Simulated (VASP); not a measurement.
# PbS: single point with PBEsol

The system is PbS.

```
Pb S
1.0
     0.00000    2.81675    2.96500
     2.81675    0.00000    2.96500
     2.81675    2.81675    0.00000
Pb S
1 1
Direct
  0.00000 0.00000 0.00000
  0.50000 0.50000 0.50000
```

This cell differs from its parent crystal: strain -0.050 along x and y, +0.000 along z.

```yaml
Program: VASP 6.6.1
Task: single point
Functional: PBEsol
Potentials_or_basis: VASP PAW PBE potentials, release 64 (Pb_d, S)
Cutoff: 520 eV
k_mesh: 10 × 10 × 10
Occupations: gaussian, width 0.03 eV
Spin: no spin polarisation
```

```json
{
  "Pressure": "6.8 GPa",
  "Band gap on the k mesh": "0.27 eV, direct"
}
```

Stress tensor (GPa, compression positive):
```
9.89 0.00 0.00
0.00 9.89 0.00
0.00 0.00 0.69
```

Levels at points of the mesh, in eV from the valence-band top:
```csv
k point,band 8,band 9,band 10,band 11,band 12,band 13
"(0.00, 0.00, 0.00)",-2.80,-2.80,-2.38,4.72,5.97,5.97
"(0.50, 0.00, 0.00)",-2.25,-2.08,0.00,0.27,1.56,1.87
"(0.50, 0.50, 0.00)",-6.09,-4.04,-4.04,3.47,5.56,6.33
"(0.50, 0.00, 0.50)",-6.18,-4.45,-3.88,3.24,5.42,6.12
```

It took 37 s on 1 thread of Intel(R) Xeon(R) 6975P-C (Granite Rapids) (shared host), peak memory 0.21 GiB.

Caveat: the cell differs from its parent crystal (strain -0.050 along x and y, +0.000 along z); the PAW data sets were made with another functional, which shifts forces and pressure a little; spin-orbit coupling is left out, which moves the levels of the heavy elements. A k mesh can miss the band edges.
